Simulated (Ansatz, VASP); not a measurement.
**One calculation of TlRe3, two programs**

```
CELL_PARAMETERS angstrom
-2.00917 2.00917 4.48802
2.00917 -2.00917 4.48802
2.00917 2.00917 -4.48802
ATOMIC_POSITIONS crystal
Tl 0.00000 0.00000 0.00000
Re 0.50000 0.50000 0.00000
Re 0.25000 0.75000 0.50000
Re 0.75000 0.25000 0.50000
```

Alike in both runs: task relaxation of cell and atoms; functional PBE; k mesh 6 × 6 × 6; occupations gaussian, width 0.1 eV; no spin polarisation.

|  | VASP | Ansatz |
| --- | --- | --- |
| version | VASP 6.6.1 | Ansatz 0.2.0 |
| potentials or method | VASP PAW PBE potentials, release 64 (Tl_d, Re), cutoff 600 eV | scalar-relativistic, plane waves, PAW |
| valence electrons in the cell | 34 | 58 |

```tsv
	VASP	Ansatz	Ansatz less VASP
gap on the k mesh at the Fermi level, each at its own relaxed structure (eV)	none	none	-
relaxed volume (Å³/atom)	16.39	16.39	+0.006
relaxed cell length with the largest relative difference (Å)	5.062	5.063	+0.0010
```

A gap of «none» marks a metal or a gap that the smearing closes. VASP's potentials hold 34 valence electrons a cell and Ansatz's 58, so a difference there can come from the potentials and not from the codes.

The k mesh is coarse, so the values compare programs but aren't converged. Neither program's run includes spin-orbit coupling.
